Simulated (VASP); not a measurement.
Here is a VASP 6.6.1 calculation.

The input INCAR:

```
SYSTEM = Pd
  ALGO = Fast
  EDIFF = 1E-6
  ENCUT = 520
  ISIF = 2
  ISMEAR = 0
  LASPH = .True.
  LCHARG = .False.
  LREAL = .False.
  LWAVE = .False.
  NBANDS = 11
  NELM = 100
  PREC = Accurate
  SIGMA = 0.15
```

File KPOINTS:

```
k-points
0
Gamma
  22 22 22
  0 0 0
```

File POSCAR:

```
Pd
1.0
   -1.5722810000      1.5722810000      1.6980634800
    1.5722810000     -1.5722810000      1.6980634800
    1.5722810000      1.5722810000     -1.6980634800
Pd
1
Direct
    0.0000000000      0.0000000000      0.0000000000
```

Potentials or basis: VASP PAW LDA potentials, release 64 (Pd).

The run is started by

```sh
$ cat potpaw_LDA.64/Pd/POTCAR > POTCAR
$ mpirun -np 1 vasp_std > vasp.out
```

Estimate the pressure.

-23.1 GPa.

Estimate the band gap on the k mesh.

zero (band 5 reaches 8.04 eV, above the bottom of band 6 at 6.75 eV).

Stress tensor (GPa, compression positive):
```
-23.72   0.00   0.00
  0.00 -23.72   0.00
  0.00   0.00 -21.83
```

Caveat: the cell differs from its parent crystal (strain +0.000 along x and y, +0.080 along z).
